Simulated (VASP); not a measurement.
# AlN (Fm-3m) in VASP: settings compared

AlN is run at these levels: r2SCAN, HSE06, PBE0; tasks: single point.

Program: VASP 6.6.1. These are calculated values, not measurements. Logs are shortened: lines on timing, memory, paths and dates and some standing lists are left out, and cuts for length are marked.

### 1 The cell of the first run

It takes space group Fm-3m (No. 225, cubic). The conventional cell has a = 4.038 Å, b = 4.038 Å, c = 4.038 Å, α = 90.00°, β = 90.00°, γ = 90.00°. Al (site symmetry m-3m) has 6 N at 2.02 Å within 2.7 Å. Within 2.7 Å of N (site symmetry m-3m) lie 6 Al at 2.02 Å.

### 2 Single point, r2SCAN

The input, POSCAR:

```
AlN
1.0
    0.0000000000      2.0188684450      2.0188684450
    2.0188684450      0.0000000000      2.0188684450
    2.0188684450      2.0188684450      0.0000000000
Al N
1 1
Direct
    0.0000000000      0.0000000000      0.0000000000
    0.5000000000      0.5000000000      0.5000000000
```

The input, INCAR.step1:

```
SYSTEM = AlN
ALGO = Normal ; EDIFF = 1E-4
ENCUT = 520 ; GGA = PE
ISMEAR = 0 ; LASPH = .TRUE.
LCHARG = .FALSE. ; LREAL = .FALSE.
LWAVE = .TRUE. ; NBANDS = 11
NELM = 100 ; PREC = Accurate
SIGMA = 0.01
```

The input, INCAR.step2:

```
SYSTEM = AlN
ALGO = Normal ; EDIFF = 1E-7
ENCUT = 520 ; ISIF = 2
ISMEAR = 0 ; ISTART = 1
LASPH = .TRUE. ; LCHARG = .FALSE.
LMIXTAU = .TRUE. ; LREAL = .FALSE.
LWAVE = .FALSE. ; METAGGA = R2SCAN
NBANDS = 11 ; NELM = 100
PREC = Accurate ; SIGMA = 0.01
```

The input, KPOINTS:

```
k-points
0
G
  8 8 8
  0 0 0
```

Potentials or basis: VASP PAW PBE potentials, release 64 (Al, N).

Command:

```bash
$ cat potpaw_PBE.64/Al/POTCAR potpaw_PBE.64/N/POTCAR > POTCAR
$ cp INCAR.step1 INCAR
$ mpirun -np 1 vasp_std > vasp.out
$ cp INCAR.step2 INCAR
$ mpirun -np 1 vasp_std > vasp.out
```

OUTCAR:

```text
SYSTEM = AlN
   EDIFF = 1E-7
   ENCUT = 520
   ISIF = 2
   ISMEAR = 0
   ISTART = 1
   LASPH = .TRUE.
   LREAL = .FALSE.
   METAGGA = R2SCAN
   NELM = 100
   PREC = Accurate

 ion  position               nearest neighbor table
   1  0.000  0.000  0.000-   2 2.02   2 2.02   2 2.02   2 2.02   2 2.02   2 2.02
   2  0.500  0.500  0.500-   1 2.02   1 2.02   1 2.02   1 2.02   1 2.02   1 2.02

  LATTYP: Found a face centered cubic cell.
 ALAT       =     4.0377368900

  Lattice vectors:

 A1 = (   0.0000000000,   2.0188684450,   2.0188684450)
 A2 = (   2.0188684450,   0.0000000000,   2.0188684450)
 A3 = (   2.0188684450,   2.0188684450,   0.0000000000)

Analysis of symmetry for initial positions (statically):
=====================================================================
 Subroutine PRICEL returns:
 Original cell was already a primitive cell.

 Routine SETGRP: Setting up the symmetry group for a
 face centered cubic supercell.

 Subroutine GETGRP returns: Found 48 space group operations
 (whereof 48 operations were pure point group operations)
 out of a pool of 48 trial point group operations.

The static configuration has the point symmetry O_h .

Analysis of symmetry for dynamics (positions and initial velocities):
=====================================================================
 Subroutine PRICEL returns:
 Original cell was already a primitive cell.

 Routine SETGRP: Setting up the symmetry group for a
 face centered cubic supercell.

 Subroutine GETGRP returns: Found 48 space group operations
 (whereof 48 operations were pure point group operations)
 out of a pool of 48 trial point group operations.

The dynamic configuration has the point symmetry O_h .

 Subroutine INISYM returns: Found 48 space group operations
 (whereof 48 operations are pure point group operations),
 and found     1 'primitive' translations

----------------------------------------------------------------------------------------

                                     Primitive cell

  volume of cell :      16.4571

  direct lattice vectors                    reciprocal lattice vectors
     0.000000000  2.018868445  2.018868445    -0.247663488  0.247663488  0.247663488
     2.018868445  0.000000000  2.018868445     0.247663488 -0.247663488  0.247663488
     2.018868445  2.018868445  0.000000000     0.247663488  0.247663488 -0.247663488

  length of vectors
     2.855111136  2.855111136  2.855111136     0.428965744  0.428965744  0.428965744

  position of ions in fractional coordinates (direct lattice)
[... 83 lines left out ...]
   IBRION =     -1    ionic relax: 0-MD 1-quasi-New 2-CG
   NFREE  =      0    steps in history (QN), initial steepest desc. (CG)
   ISIF   =      2    stress and relaxation
   ISYM   =      2    0-nonsym 1-usesym 2-fastsym
   POTIM  = 0.5000    time-step for ionic-motion
   TEBEG  =    0.0;   TEEND  =   0.0 temperature during run
   PSTRESS=    0.0 pullay stress
   NELECT =       8.0000    total number of electrons
   NUPDOWN=      -1.0000    fix difference up-down
   EMIN   =  10.00;   EMAX   =-10.00  energy-range for DOS
   EFERMI =   0.00;   METHOD = LEGACY
   ISMEAR =     0;   SIGMA  =   0.01  broadening in eV -4-tet -1-fermi 0-gaus
   EFERMI_NEDOS =   21; number of points for ismear=-14 and -15
   IALGO  =     38    algorithm
   IMIX   =      4    mixing-type and parameters
     AMIX     =   0.40;   BMIX     =  1.00
     AMIX_MAG =   1.60;   BMIX_MAG =  1.00
  volume/ion in A,a.u.               =       8.23        55.53
  Fermi-wavevector in a.u.,A,eV,Ry     =   1.287222  2.432497 22.544046  1.656941
  Thomas-Fermi vector in A             =   2.419249
   LORBIT       =      0    0 simple, 1 ext, 2 COOP (PROOUT), +10 PAW based schemes
   METAGGA = R2SCAN    functional components
   LHFCALC =     F    Hartree Fock is set to
   AEXX    =    0.0000 exact exchange contribution
   IVDW    =     0    specifies the selected vdW correction
   LEPSILON=     F    determine dielectric tensor
   LRPA    =     F    only Hartree local field effects (RPA)
 non-spin polarized calculation
 Gauss-broadening in eV      SIGMA  =   0.01
  energy-cutoff  :      520.00
  volume of cell :       16.46
 maximum number of plane-waves:       459
 NGX is ok and might be reduce to    24
   NGX = 11   NGY = 11   NGZ = 11

 number of electron       7.9999999 magnetization

 Free energy of the ion-electron system (eV)
  ---------------------------------------------------
  ext. energy  EPLUGINS =         0.00000000
  ---------------------------------------------------
  free energy    TOTEN  =       -18.89662634 eV

  energy without entropy =      -18.89662634  energy(sigma->0) =      -18.89662634

 E-fermi :   9.8885     XC(G=0): -12.8987

 val. band max:        9.8270917407   @ k =   0.0000   0.0000   0.0000
 cond. band min:      15.3535634828   @ k =   0.5000   0.5000   0.0000
 fundamental gap:      5.5264717421
 Fermi energy:         9.8884636553

 k-point     1 :       0.0000    0.0000    0.0000
  band No.  band energies     occupation
      1      -8.6120      2.00000
      2       9.8271      2.00000
      3       9.8271      2.00000
      4       9.8271      2.00000
      5      16.4059      0.00000
      6      22.7524      0.00000
      7      22.7524      0.00000
      8      22.7524      0.00000
      9      28.4352      0.00000
     10      28.4352      0.00000
     11      28.5523      0.00000
[... 309 lines left out ...]
 k-point    24 :      -0.3750    0.2500    0.1250
  band No.  band energies     occupation
      1      -4.8570      2.00000
      2       2.2578      2.00000
      3       6.0155      2.00000
      4       7.7640      2.00000
      5      19.1349      0.00000
      6      19.3622      0.00000
      7      23.3239      0.00000
      8      23.7065      0.00000
      9      29.1770      0.00000
     10      30.3255      0.00000
     11      33.7509      0.00000

 [... further k-points ...]
[... 5 lines left out ...]
  --------------------------------------------------------------------------------------
  -------------------------------------------------------------------------------------
  Total       -0.0835590     -0.0835590     -0.0835590     -0.0000000     -0.0000000      0.0000000
  in kB       -8.1348578     -8.1348578     -8.1348578     -0.0000000     -0.0000000      0.0000000
  external PRESSURE =      -8.1348578 kB  Pullay stress =       0.0000000 kB

 VOLUME and BASIS-vectors are now :
 -----------------------------------------------------------------------------
  energy-cutoff  :      520.00
  volume of cell :       16.46
      direct lattice vectors                 reciprocal lattice vectors
     0.000000000  2.018868445  2.018868445    -0.247663488  0.247663488  0.247663488
     2.018868445  0.000000000  2.018868445     0.247663488 -0.247663488  0.247663488
     2.018868445  2.018868445  0.000000000     0.247663488  0.247663488 -0.247663488

 POSITION                                       TOTAL-FORCE (eV/Angst)
 -----------------------------------------------------------------------------------
      0.00000      0.00000      0.00000         0.000000     -0.000000     -0.000000
      2.01887      2.01887      2.01887        -0.000000      0.000000      0.000000
 -----------------------------------------------------------------------------------
    total drift:                               -0.000000     -0.000000      0.000000

  FREE ENERGIE OF THE ION-ELECTRON SYSTEM (eV)
  ---------------------------------------------------
  free  energy   TOTEN  =       -18.8966263422 eV

  energy  without entropy=      -18.8966263422  energy(sigma->0) =      -18.89662634
```

OUTCAR.step1:

```text
SYSTEM = AlN
   EDIFF = 1E-4
   ENCUT = 520
   GGA = PE
   ISMEAR = 0
   LASPH = .TRUE.
   LREAL = .FALSE.
[... 557 lines left out ...]
      0.00000      0.00000      0.00000        -0.000000     -0.000000      0.000000
      2.01887      2.01887      2.01887         0.000000      0.000000      0.000000
 -----------------------------------------------------------------------------------
    total drift:                               -0.000000     -0.000000      0.000000

  FREE ENERGIE OF THE ION-ELECTRON SYSTEM (eV)
  ---------------------------------------------------
  free  energy   TOTEN  =       -14.5380092301 eV

  energy  without entropy=      -14.5380092301  energy(sigma->0) =      -14.53800923
```

OSZICAR.step1:

```text
N       E                     dE             d eps       ncg     rms          rms(c)
DAV:   1     0.121985108232E+02    0.12199E+02   -0.39424E+03   654   0.618E+02
DAV:   2    -0.155158556364E+02   -0.27714E+02   -0.26705E+02   792   0.145E+02
DAV:   3    -0.162837244772E+02   -0.76787E+00   -0.76664E+00   783   0.217E+01
DAV:   4    -0.162865716795E+02   -0.28472E-02   -0.28471E-02   719   0.146E+00
DAV:   5    -0.162865961927E+02   -0.24513E-04   -0.24513E-04   746   0.126E-01    0.761E+00
DAV:   6    -0.145586597650E+02    0.17279E+01   -0.74504E+00   695   0.145E+01    0.269E+00
DAV:   7    -0.145437209881E+02    0.14939E-01   -0.18521E-01   721   0.313E+00    0.179E+00
DAV:   8    -0.145383261616E+02    0.53948E-02   -0.16003E-02   677   0.110E+00    0.345E-01
DAV:   9    -0.145379512480E+02    0.37491E-03   -0.15295E-03   734   0.234E-01    0.153E-01
DAV:  10    -0.145380092301E+02   -0.57982E-04   -0.14192E-04   409   0.881E-02
   1 F= -.14538009E+02 E0= -.14538009E+02  d E =-.793813E-73
```

Wall time 34 s (1 thread of Intel Xeon 8259CL, shared host); peak memory 0.14 GiB.

Results:

```
Free energy            : -18.8966 eV
Pressure               : -0.8 GPa
Band gap on the k mesh : 5.53 eV (least direct gap 6.58 eV)
```

Caveat: the PAW data sets were made with another functional, which shifts forces and pressure a little. A k mesh can miss the band edges.

### 3 Single point, HSE06

POSCAR is that of step 2.

The input, INCAR.step1:

```
PREC     = Accurate       # precision mode
ENCUT    = 520            # plane-wave cutoff, eV
EDIFF    = 1E-5           # SCF threshold, eV
ISMEAR   = 0              # smearing method
SIGMA    = 0.01           # smearing width, eV
LREAL    = False          # projectors in reciprocal space
LASPH    = True           # aspherical terms in the spheres
NELM     = 80             # most SCF steps
ALGO     = Normal         # electronic algorithm
ISIF     = 2              # what is computed and relaxed
LWAVE    = True           # write WAVECAR
NBANDS   = 11             # bands
GGA      = PE             # functional
```

The input, INCAR.step2:

```
PREC     = Accurate       # precision mode
ENCUT    = 520            # plane-wave cutoff, eV
EDIFF    = 1E-6           # SCF threshold, eV
ISMEAR   = 0              # smearing method
SIGMA    = 0.01           # smearing width, eV
LREAL    = False          # projectors in reciprocal space
LASPH    = True           # aspherical terms in the spheres
NELM     = 80             # most SCF steps
ALGO     = Normal         # electronic algorithm
ISIF     = 2              # what is computed and relaxed
LWAVE    = False          # write WAVECAR
LCHARG   = True           # write CHGCAR
GGA      = PE             # functional
LHFCALC  = True           # exact exchange
HFSCREEN = 0.2079         # screening, 1/A
PRECFOCK = Normal       
LELF     = True           # ELF
LVHAR    = True         
NBANDS   = 11             # bands
ISTART   = 1
```

The input, KPOINTS:

```
regular mesh
0
Gamma
  8 8 8
```

Potentials or basis: VASP PAW PBE potentials, release 64 (Al, N).

Command:

```bash
$ cat potpaw_PBE.64/Al/POTCAR potpaw_PBE.64/N/POTCAR > POTCAR
$ cp INCAR.step1 INCAR
$ mpirun -np 1 vasp_std > vasp.out
$ cp INCAR.step2 INCAR
$ mpirun -np 1 vasp_std > vasp.out
```

OUTCAR:

```text
PREC = Accurate
   ENCUT = 520
   EDIFF = 1E-6
   ISMEAR = 0
   LREAL = False
   LASPH = True
   NELM = 80
   ISIF = 2
   GGA = PE
   LHFCALC = True
   HFSCREEN = 0.2079
   PRECFOCK = Normal
   ISTART = 1

 ion  position               nearest neighbor table
   1  0.000  0.000  0.000-   2 2.02   2 2.02   2 2.02   2 2.02   2 2.02   2 2.02
   2  0.500  0.500  0.500-   1 2.02   1 2.02   1 2.02   1 2.02   1 2.02   1 2.02

  LATTYP: Found a face centered cubic cell.
 ALAT       =     4.0377368900

  Lattice vectors:

 A1 = (   0.0000000000,   2.0188684450,   2.0188684450)
 A2 = (   2.0188684450,   0.0000000000,   2.0188684450)
 A3 = (   2.0188684450,   2.0188684450,   0.0000000000)

Analysis of symmetry for initial positions (statically):
=====================================================================
 Subroutine PRICEL returns:
 Original cell was already a primitive cell.

 Routine SETGRP: Setting up the symmetry group for a
 face centered cubic supercell.

 Subroutine GETGRP returns: Found 48 space group operations
 (whereof 48 operations were pure point group operations)
 out of a pool of 48 trial point group operations.

The static configuration has the point symmetry O_h .

Analysis of symmetry for dynamics (positions and initial velocities):
=====================================================================
 Subroutine PRICEL returns:
 Original cell was already a primitive cell.

 Routine SETGRP: Setting up the symmetry group for a
 face centered cubic supercell.

 Subroutine GETGRP returns: Found 48 space group operations
 (whereof 48 operations were pure point group operations)
 out of a pool of 48 trial point group operations.

The dynamic configuration has the point symmetry O_h .

 Subroutine INISYM returns: Found 48 space group operations
 (whereof 48 operations are pure point group operations),
 and found     1 'primitive' translations

[... 124 lines left out ...]
   NKREDY  =     1    reduce k-point grid by
   NKREDZ  =     1    reduce k-point grid by
   AEXX    =    0.2500 exact exchange contribution
   HFSCREEN=    0.2079 screening length (either q_TF or 0.3 A-1)
   HFSCREENC=   0.2079 screening length for correlation (either q_TF or 0.3 A-1)
   ENCUTFOCK=  -1.0 apply spherical cutoff to Coloumb kernel
   IVDW    =     0    specifies the selected vdW correction
   LEPSILON=     F    determine dielectric tensor
   LRPA    =     F    only Hartree local field effects (RPA)
 non-spin polarized calculation
 Gauss-broadening in eV      SIGMA  =   0.01
  energy-cutoff  :      520.00
  volume of cell :       16.46
 maximum number of plane-waves:       459
 NGX is ok and might be reduce to    24
  NGX = 16; NGY = 16; NGZ = 16

 number of electron       7.9999999 magnetization

 Free energy of the ion-electron system (eV)
  ---------------------------------------------------
  ext. energy  EPLUGINS =         0.00000000
  ---------------------------------------------------
  free energy    TOTEN  =       -17.13384866 eV

  energy without entropy =      -17.13384866  energy(sigma->0) =      -17.13384866

 E-fermi :   9.2332     XC(G=0): -10.0715

 val. band max:        9.1568863691   @ k =   0.0000   0.0000   0.0000
 cond. band min:      15.1708669984   @ k =   0.5000   0.5000   0.0000
 fundamental gap:      6.0139806293
 Fermi energy:         9.2332385089

 k-point     1 :       0.0000    0.0000    0.0000
  band No.  band energies     occupation
      1     -10.1032      2.00000
      2       9.1569      2.00000
      3       9.1569      2.00000
      4       9.1569      2.00000
      5      16.4185      0.00000
      6      22.9764      0.00000
      7      22.9764      0.00000
      8      22.9764      0.00000
      9      28.1723      0.00000
     10      28.8979      0.00000
     11      28.8979      0.00000
[... 309 lines left out ...]
 k-point    24 :      -0.3750    0.2500    0.1250
  band No.  band energies     occupation
      1      -6.0746      2.00000
      2       1.0953      2.00000
      3       5.1509      2.00000
      4       7.0141      2.00000
      5      19.1718      0.00000
      6      19.3232      0.00000
      7      23.5093      0.00000
      8      23.7819      0.00000
      9      29.3388      0.00000
     10      30.3919      0.00000
     11      33.8005      0.00000

 [... further k-points ...]
[... 5 lines left out ...]
  --------------------------------------------------------------------------------------
  -------------------------------------------------------------------------------------
  Total       -0.1494828     -0.1494828     -0.1494828     -0.0000000      0.0000000     -0.0000000
  in kB      -14.5528353    -14.5528353    -14.5528353     -0.0000000      0.0000000     -0.0000000
  external PRESSURE =     -14.5528353 kB  Pullay stress =       0.0000000 kB

 VOLUME and BASIS-vectors are now :
 -----------------------------------------------------------------------------
  energy-cutoff  :      520.00
  volume of cell :       16.46
      direct lattice vectors                 reciprocal lattice vectors
     0.000000000  2.018868445  2.018868445    -0.247663488  0.247663488  0.247663488
     2.018868445  0.000000000  2.018868445     0.247663488 -0.247663488  0.247663488
     2.018868445  2.018868445  0.000000000     0.247663488  0.247663488 -0.247663488

 POSITION                                       TOTAL-FORCE (eV/Angst)
 -----------------------------------------------------------------------------------
      0.00000      0.00000      0.00000        -0.000000      0.000000     -0.000000
      2.01887      2.01887      2.01887         0.000000     -0.000000      0.000000
 -----------------------------------------------------------------------------------
    total drift:                               -0.000005     -0.000007     -0.000007

  FREE ENERGIE OF THE ION-ELECTRON SYSTEM (eV)
  ---------------------------------------------------
  free  energy   TOTEN  =       -17.1338486596 eV

  energy  without entropy=      -17.1338486596  energy(sigma->0) =      -17.13384866
```

OUTCAR.step1:

```text
PREC = Accurate
   ENCUT = 520
   EDIFF = 1E-5
   ISMEAR = 0
   LREAL = False
[... 559 lines left out ...]
      0.00000      0.00000      0.00000         0.000000      0.000000      0.000000
      2.01887      2.01887      2.01887        -0.000000     -0.000000      0.000000
 -----------------------------------------------------------------------------------
    total drift:                               -0.000000     -0.000000      0.000000

  FREE ENERGIE OF THE ION-ELECTRON SYSTEM (eV)
  ---------------------------------------------------
  free  energy   TOTEN  =       -14.5380035433 eV

  energy  without entropy=      -14.5380035433  energy(sigma->0) =      -14.53800354
```

Wall time 19 min (1 thread of Intel Xeon 8259CL, shared host); peak memory 0.25 GiB.

What came out:

```yaml
Free_energy: -17.1338 eV
Pressure: -1.5 GPa
Band_gap_on_the_k_mesh: 6.01 eV (least direct gap 7.26 eV)
```

Levels at points of the mesh, in eV from the valence-band top:
```
           k point  band 1  band 2  band 3  band 4  band 5  band 6  band 7  band 8
(0.00, 0.00, 0.00)  -19.26    0.00    0.00    0.00    7.26   13.82   13.82   13.82
(0.50, 0.00, 0.00)  -15.77   -9.03   -1.17   -1.17    7.56   12.63   12.63   15.59
(0.50, 0.50, 0.00)  -14.71   -8.05   -3.06   -3.06    6.01    6.61   16.29   19.55
```

Caveat: the PAW data sets were made with another functional, which shifts forces and pressure a little.

(Part 1 of 2 ends here.)
